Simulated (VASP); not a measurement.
# C (I4_1/amd) in VASP: a series of runs

The runs below take C through single point, with PBEsol.

Everything below comes from runs of VASP 6.6.1. Logs are shortened: lines on timing, memory, paths and dates and some standing lists are left out, and cuts for length are marked.

## (1) The cell of the first run

The structure is tetragonal, space group I4_1/amd (No. 141). The conventional cell has a = 2.412 Å, b = 2.412 Å, c = 3.838 Å, α = 90.00°, β = 90.00°, γ = 90.00°. Within 2.1 Å of C (site symmetry -4m2) lie 4 C at 1.54 Å.

## (2) Single point, PBEsol (strain -0.040 along x and y, +0.080 along z)

File INCAR:

```
PREC     = Accurate       # precision mode
ENCUT    = 520            # plane-wave cutoff, eV
EDIFF    = 1E-7           # SCF threshold, eV
ISMEAR   = 0              # smearing method
SIGMA    = 0.05           # smearing width, eV
LREAL    = False          # projectors in reciprocal space
LASPH    = True           # aspherical terms in the spheres
NELM     = 80             # most SCF steps
ALGO     = Normal         # electronic algorithm
ISIF     = 2              # what is computed and relaxed
LWAVE    = False          # write WAVECAR
LCHARG   = False          # write CHGCAR
GGA      = PS             # functional
NBANDS   = 11             # bands
```

File KPOINTS:

```
Automatic mesh
0
Gamma
  12 12 12
```

File POSCAR:

```
C
1.0
    0.0000000000      1.7058284293      1.9190569830
    1.7058284293      0.0000000000      1.9190569830
    1.7058284293      1.7058284293      0.0000000000
C
2
Direct
    0.5000000000      0.5000000000      0.5000000000
    0.7500000000      0.7500000000      0.7500000000
```

Potentials or basis: VASP PAW PBE potentials, release 64 (C).

Started as:

```
$ cat potpaw_PBE.64/C/POTCAR > POTCAR
$ mpirun -np 1 vasp_std > vasp.out
```

OUTCAR:

```text
PREC = Accurate
   ENCUT = 520
   EDIFF = 1E-7
   ISMEAR = 0
   LREAL = False
   LASPH = True
   NELM = 80
   ISIF = 2
   GGA = PS

 ion  position               nearest neighbor table
   1  0.500  0.500  0.500-   2 1.54   2 1.54   2 1.54   2 1.54
   2  0.750  0.750  0.750-   1 1.54   1 1.54   1 1.54   1 1.54

  LATTYP: Found a body centered tetragonal cell.
 ALAT       =     2.4124056998
 C/A-ratio  =     1.5909902577

  Lattice vectors:

 A1 = (  -1.7058284293,   0.0000000000,   1.9190569830)
 A2 = (   1.7058284293,   0.0000000000,   1.9190569830)
 A3 = (   0.0000000000,   1.7058284293,  -1.9190569830)

Analysis of symmetry for initial positions (statically):
=====================================================================
 Subroutine PRICEL returns:
 Original cell was already a primitive cell.

 Routine SETGRP: Setting up the symmetry group for a
 body centered tetragonal supercell.

 Subroutine GETGRP returns: Found 16 space group operations
 (whereof  8 operations were pure point group operations)
 out of a pool of 16 trial point group operations.

The static configuration has the point symmetry D_2d.
 The point group associated with its full space group is D_4h.

Analysis of symmetry for dynamics (positions and initial velocities):
=====================================================================
 Subroutine PRICEL returns:
 Original cell was already a primitive cell.

 Routine SETGRP: Setting up the symmetry group for a
 body centered tetragonal supercell.

 Subroutine GETGRP returns: Found 16 space group operations
 (whereof  8 operations were pure point group operations)
 out of a pool of 16 trial point group operations.

The dynamic configuration has the point symmetry D_2d.
 The point group associated with its full space group is D_4h.

 Subroutine INISYM returns: Found 16 space group operations
 (whereof  8 operations are pure point group operations),
 and found     1 'primitive' translations

----------------------------------------------------------------------------------------

                                     Primitive cell

  volume of cell :      11.1683

  direct lattice vectors                    reciprocal lattice vectors
     0.000000000  1.705828429  1.919056983    -0.293112714  0.293112714  0.260544634
     1.705828429  0.000000000  1.919056983     0.293112714 -0.293112714  0.260544634
     1.705828429  1.705828429  0.000000000     0.293112714  0.293112714 -0.260544634

  length of vectors
     2.567611796  2.567611796  2.412405700     0.489605589  0.489605589  0.489605589

  position of ions in fractional coordinates (direct lattice)
     0.500000000  0.500000000  0.500000000
     0.750000000  0.750000000  0.750000000

  ion indices of the primitive-cell ions
   primitive index   ion index
                 1           1
                 2           2

----------------------------------------------------------------------------------------

 KPOINTS: Automatic mesh

Automatic generation of k-mesh.
 Grid dimensions read from file:
 generate k-points for:   12   12   12

 Generating k-lattice:

  Cartesian coordinates                     Fractional coordinates (reciprocal lattice)
    -0.024426059  0.024426059  0.021712053     0.083333333  0.000000000  0.000000000
     0.024426059 -0.024426059  0.021712053     0.000000000  0.083333333  0.000000000
     0.024426059  0.024426059 -0.021712053    -0.000000000 -0.000000000  0.083333333

  Length of vectors
     0.040800466  0.040800466  0.040800466

  Shift w.r.t. Gamma in fractional coordinates (k-lattice)
     0.000000000  0.000000000  0.000000000

 Subroutine IBZKPT returns following result:
 ===========================================

 Found    163 irreducible k-points:

 Following reciprocal coordinates:
            Coordinates               Weight
  0.000000  0.000000  0.000000      1.000000
  0.083333  0.000000  0.000000      8.000000
  0.166667  0.000000  0.000000      8.000000
  0.250000  0.000000  0.000000      8.000000
  0.333333 -0.000000  0.000000      8.000000
  0.416667  0.000000  0.000000      8.000000
[... 16 lines left out ...]
  0.500000  0.166667  0.000000      8.000000
 -0.416667  0.166667  0.000000      8.000000
 [... further k-points ...]
   k-points           NKPTS =    163   k-points in BZ     NKDIM =    163   number of bands    NBANDS=     11
   number of dos      NEDOS =    301   number of ions     NIONS =      2
   total plane-waves  NPLWV =   7200
   dimension x,y,z NGX =    20 NGY =   20 NGZ =   18
   dimension x,y,z NGXF=    40 NGYF=   40 NGZF=   36
   ions per type =               2
   NGX,Y,Z   is equivalent  to a cutoff of  12.95, 12.95, 12.40 a.u.
   NGXF,Y,Z  is equivalent  to a cutoff of  25.90, 25.90, 24.81 a.u.
 SYSTEM =  unknown system
   PREC   = accura    normal or accurate (medium, high low for compatibility)
   ISTART =      0    job   : 0-new  1-cont  2-samecut
   ICHARG =      2    charge: 1-file 2-atom 10-const
   ISPIN  =      1    spin polarized calculation?
   LNONCOLLINEAR =      F non collinear calculations
   LSORBIT =      F    spin-orbit coupling
   LASPH  =      T    aspherical Exc in radial PAW
   ENCUT  =  520.0 eV  38.22 Ry    6.18 a.u.   4.77  4.77  4.49*2*pi/ulx,y,z
   NELM   =     80;   NELMIN=  2; NELMDL= -5     # of ELM steps
   EDIFF  = 0.1E-06   stopping-criterion for ELM
   LREAL  =      F    real-space projection
   EDIFFG = 0.1E-05   stopping-criterion for IOM
   NSW    =      0    number of steps for IOM
   IBRION =     -1    ionic relax: 0-MD 1-quasi-New 2-CG
   NFREE  =      0    steps in history (QN), initial steepest desc. (CG)
   ISIF   =      2    stress and relaxation
   ISYM   =      2    0-nonsym 1-usesym 2-fastsym
   POTIM  = 0.5000    time-step for ionic-motion
   TEBEG  =    0.0;   TEEND  =   0.0 temperature during run
   PSTRESS=    0.0 pullay stress
   NELECT =       8.0000    total number of electrons
   NUPDOWN=      -1.0000    fix difference up-down
   EMIN   =  10.00;   EMAX   =-10.00  energy-range for DOS
   EFERMI =   0.00;   METHOD = LEGACY
   ISMEAR =     0;   SIGMA  =   0.05  broadening in eV -4-tet -1-fermi 0-gaus
   EFERMI_NEDOS =   21; number of points for ismear=-14 and -15
   IALGO  =     38    algorithm
   IMIX   =      4    mixing-type and parameters
     AMIX     =   0.40;   BMIX     =  1.00
     AMIX_MAG =   1.60;   BMIX_MAG =  1.00
  volume/ion in A,a.u.               =       5.58        37.68
  Fermi-wavevector in a.u.,A,eV,Ry     =   1.464790  2.768051 29.192785  2.145609
  Thomas-Fermi vector in A             =   2.580724
   LORBIT       =      0    0 simple, 1 ext, 2 COOP (PROOUT), +10 PAW based schemes
   GGA     = PS    functional components
   LHFCALC =     F    Hartree Fock is set to
   AEXX    =    0.0000 exact exchange contribution
   IVDW    =     0    specifies the selected vdW correction
   LEPSILON=     F    determine dielectric tensor
   LRPA    =     F    only Hartree local field effects (RPA)
 non-spin polarized calculation
 Gauss-broadening in eV      SIGMA  =   0.05
  energy-cutoff  :      520.00
  volume of cell :       11.17
 maximum number of plane-waves:       321
   NGX =  9   NGY =  9   NGZ =  9

 number of electron       8.0000000 magnetization

 Free energy of the ion-electron system (eV)
  ---------------------------------------------------
  ext. energy  EPLUGINS =         0.00000000
  ---------------------------------------------------
  free energy    TOTEN  =       -18.92395349 eV

  energy without entropy =      -18.92395349  energy(sigma->0) =      -18.92395349

 E-fermi :  11.0266     XC(G=0): -13.5259

 val. band max:       10.6407118751   @ k =   0.0000   0.0000   0.0000
 cond. band min:      13.2214943073   @ k =   0.4167   0.0000   0.4167
 fundamental gap:      2.5807824322
 Fermi energy:        11.0266272844

 k-point     1 :       0.0000    0.0000    0.0000
  band No.  band energies     occupation
      1     -11.7756      2.00000
      2       8.6001      2.00000
      3      10.6407      2.00000
      4      10.6407      2.00000
      5      15.1936      0.00000
      6      15.1936      0.00000
      7      16.6320      0.00000
      8      23.3190      0.00000
      9      29.2666      0.00000
     10      32.5209      0.00000
     11      33.7449      0.00000

 k-point     2 :       0.0833    0.0000    0.0000
  band No.  band energies     occupation
      1     -11.5791      2.00000
      2       8.0094      2.00000
      3       9.6498      2.00000
      4      10.3421      2.00000
      5      15.5556      0.00000
      6      15.6488      0.00000
      7      17.3256      0.00000
      8      23.4770      0.00000
      9      29.5831      0.00000
     10      31.0998      0.00000
     11      36.0744      0.00000

 k-point     3 :       0.1667    0.0000    0.0000
  band No.  band energies     occupation
      1     -10.9921      2.00000
      2       6.0367      2.00000
      3       8.2866      2.00000
      4       9.7249      2.00000
      5      16.0516      0.00000
      6      16.6658      0.00000
      7      18.6132      0.00000
      8      23.9427      0.00000
      9      29.7566      0.00000
     10      30.8814      0.00000
     11      34.5987      0.00000

 k-point     4 :       0.2500    0.0000    0.0000
  band No.  band energies     occupation
      1     -10.0221      2.00000
      2       3.2959      2.00000
      3       7.3101      2.00000
      4       9.1224      2.00000
      5      16.2896      0.00000
      6      17.7195      0.00000
      7      19.6748      0.00000
      8      24.6154      0.00000
      9      29.7644      0.00000
     10      31.9833      0.00000
     11      33.5284      0.00000
[... 239 lines left out ...]
 k-point    22 :       0.4167    0.1667    0.0000
  band No.  band energies     occupation
      1      -7.8780      2.00000
      2       0.4113      2.00000
      3       4.3391      2.00000
      4       6.9583      2.00000
      5      17.6946      0.00000
      6      20.5969      0.00000
      7      21.1796      0.00000
      8      24.0819      0.00000
      9      30.4636      0.00000
     10      30.9361      0.00000
     11      37.7403      0.00000

 k-point    23 :       0.5000    0.1667    0.0000
  band No.  band energies     occupation
      1      -6.2466      2.00000
      2      -1.8917      2.00000
      3       3.5698      2.00000
      4       7.1305      2.00000
      5      17.9569      0.00000
      6      20.7153      0.00000
      7      20.9958      0.00000
      8      25.4689      0.00000
      9      30.0202      0.00000
     10      32.7149      0.00000
     11      36.7702      0.00000

 k-point    24 :      -0.4167    0.1667    0.0000
  band No.  band energies     occupation
      1      -5.2855      2.00000
      2      -3.0152      2.00000
      3       3.1759      2.00000
      4       7.5642      2.00000
      5      18.3431      0.00000
      6      20.4313      0.00000
      7      20.6685      0.00000
      8      25.5190      0.00000
      9      30.3119      0.00000
     10      33.9686      0.00000
     11      34.5041      0.00000

 [... further k-points ...]
[... 5 lines left out ...]
  --------------------------------------------------------------------------------------
  -------------------------------------------------------------------------------------
  Total        3.1074618      3.1074618     -5.4631747      0.0000000      0.0000000      0.0000000
  in kB      445.7874249    445.7874249   -783.7311437      0.0000000      0.0000000      0.0000000
  external PRESSURE =      35.9479020 kB  Pullay stress =       0.0000000 kB

 VOLUME and BASIS-vectors are now :
 -----------------------------------------------------------------------------
  energy-cutoff  :      520.00
  volume of cell :       11.17
      direct lattice vectors                 reciprocal lattice vectors
     0.000000000  1.705828429  1.919056983    -0.293112714  0.293112714  0.260544634
     1.705828429  0.000000000  1.919056983     0.293112714 -0.293112714  0.260544634
     1.705828429  1.705828429  0.000000000     0.293112714  0.293112714 -0.260544634

 POSITION                                       TOTAL-FORCE (eV/Angst)
 -----------------------------------------------------------------------------------
      1.70583      1.70583      1.91906         0.000000      0.000000      0.000000
      2.55874      2.55874      2.87859        -0.000000     -0.000000     -0.000000
 -----------------------------------------------------------------------------------
    total drift:                                0.000000     -0.000000      0.000000

  FREE ENERGIE OF THE ION-ELECTRON SYSTEM (eV)
  ---------------------------------------------------
  free  energy   TOTEN  =       -18.9239534858 eV

  energy  without entropy=      -18.9239534858  energy(sigma->0) =      -18.92395349
```

Wall time 14 s (1 thread of Intel Xeon Platinum 8488C (Sapphire Rapids), shared host); peak memory 0.12 GiB.

Results:

| Quantity | Value |
| --- | --- |
| Free energy | -18.9240 eV |
| Pressure | 3.6 GPa |
| Band gap on the k mesh | 2.58 eV, indirect (least direct gap 4.55 eV) |

Stress tensor (GPa, compression positive):
```
 44.58   0.00   0.00
  0.00  44.58   0.00
  0.00   0.00 -78.37
```

Caveat: the cell differs from its parent crystal (strain -0.040 along x and y, +0.080 along z); the PAW data sets were made with another functional, which shifts forces and pressure a little. A k mesh can miss the band edges.

(Continued in part 2 of 3.)
